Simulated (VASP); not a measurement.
Input of a VASP 6.6.1 run:

File INCAR:

```
PREC = Accurate ; ENCUT = 1000
EDIFF = 1E-6 ; ISMEAR = -1
SIGMA = 0.05 ; LREAL = Auto
LASPH = True ; NELM = 120
ALGO = Normal ; ISIF = 2
LWAVE = False ; LCHARG = False
GGA = PE ; IVDW = 12
NBANDS = 68 ; GGA_COMPAT = False
```

Contents of KPOINTS:

```
Automatic mesh
0
Gamma
  1 1 1
```

Contents of POSCAR:

```
H3CSNO
1.0
    7.8729940000      0.0000000000      0.0000000000
    0.0000000000      7.8729940000      0.0000000000
    0.0000000000      0.0000000000      7.8729940000
N H O C S
4 12 4 4 4
Direct
    1.0417383781      0.7709265370      0.8741274285
    0.8201327221      0.5201833000      0.6466282078
    0.9540207956      0.5059828573      0.2465135881
    0.3400104204     -0.0010923417      0.7583519053
    1.0739116529      0.7400615319      0.7597109816
    1.1278555528      0.8629626798      0.9134390297
    1.0476319428      0.6649439845      0.9530554704
    0.7619845766      0.4900295872      0.7593553355
    0.9352985662      0.4708882034      0.6679161701
    0.8230286978      0.6478221627      0.6610953851
    0.9044208595      0.4443798636      0.3483045967
    1.0684499442      0.4469964031      0.2259115147
    0.9793351805      0.6251243174      0.2837421189
    0.3749018480     -0.0523561938      0.6482794220
    0.2913885112      0.1101994997      0.7104666916
    0.4486349158      0.0421567703      0.8196881644
    0.4939289932      0.6205898290      0.5164363138
    0.3037472148      0.8004197641      0.1726281006
    0.7198405079      1.0581616092      0.3644483916
    1.0186848866      0.1981711151      0.9122196714
    0.4571069151      0.4826880346      0.4760577742
    0.4373939571      0.7544524993      0.1285533813
    0.8444690800      0.9853049551      0.4024644246
    0.8701772159      0.2001779755      0.9351588481
    0.3904359638      0.2947798512      0.4408234021
    0.6141373917      0.7083709196      0.0436936698
    1.0246800645      0.9045732792      0.4311193429
    0.6799827359      0.2143784182      0.9878706881
```

Potentials or basis: VASP PAW PBE potentials, release 64 (N_h, H_h, O_h, C_h, S).

Launch:

```console
$ cat potpaw_PBE.64/N_h/POTCAR potpaw_PBE.64/H_h/POTCAR potpaw_PBE.64/O_h/POTCAR potpaw_PBE.64/C_h/POTCAR potpaw_PBE.64/S/POTCAR > POTCAR
$ mpirun -np 1 vasp_gam > vasp.out
```

(1) Predict the largest force.

(2) Estimate the dispersion energy per atom.

Answers

(1) 3.191 eV/Å.

(2) -0.054 eV.

Caveat: the k points lie up to 0.80 Å⁻¹ apart.
